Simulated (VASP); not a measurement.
A run of VASP 6.6.1:

INCAR

```
PREC = Accurate ; ENCUT = 500
EDIFF = 1E-6 ; ISMEAR = 0
SIGMA = 0.1 ; LREAL = F
LASPH = T ; NELM = 120
ALGO = Normal ; ISIF = 2
LWAVE = F ; LCHARG = T
GGA = PE ; LELF = T
LVHAR = T ; NBANDS = 40
GGA_COMPAT = F
```

The input KPOINTS:

```
regular mesh
0
Gamma
  6 6 4
```

Contents of POSCAR:

```
HgH
1.0
    5.0344439966      0.0000000000      0.0000000000
   -2.5172219983      4.3599563950      0.0000000000
    0.0000000000      0.0000000000      4.0618809518
Hg H
3 3
Direct
    0.5000000000      0.0000000000      0.0000000000
    0.5000000000      0.5000000000      0.0000000000
    0.0000000000      0.5000000000      0.0000000000
    0.0000000000      0.0000000000      0.0000000000
    0.3333333333      0.6666666667      0.5000000000
    0.6666666667      0.3333333333      0.5000000000
```

Potentials or basis: VASP PAW PBE potentials, release 64 (Hg_sv_GW, H).

Run with:

```bash
$ cat potpaw_PBE.64/Hg_sv_GW/POTCAR potpaw_PBE.64/H/POTCAR > POTCAR
$ mpirun -np 1 vasp_std > vasp.out
```

Hardware: 1 thread of Intel(R) Xeon(R) Platinum 8259CL CPU @ 2.50GHz (Skylake/Cascade Lake) (shared host).

Task: Estimate the wall time of this run.

Result: Wall time 78 s on 1 thread of Intel(R) Xeon(R) Platinum 8259CL CPU @ 2.50GHz (Skylake/Cascade Lake) (shared host), peak memory 0.25 GiB. Counts: scf iterations 13, k points 21.
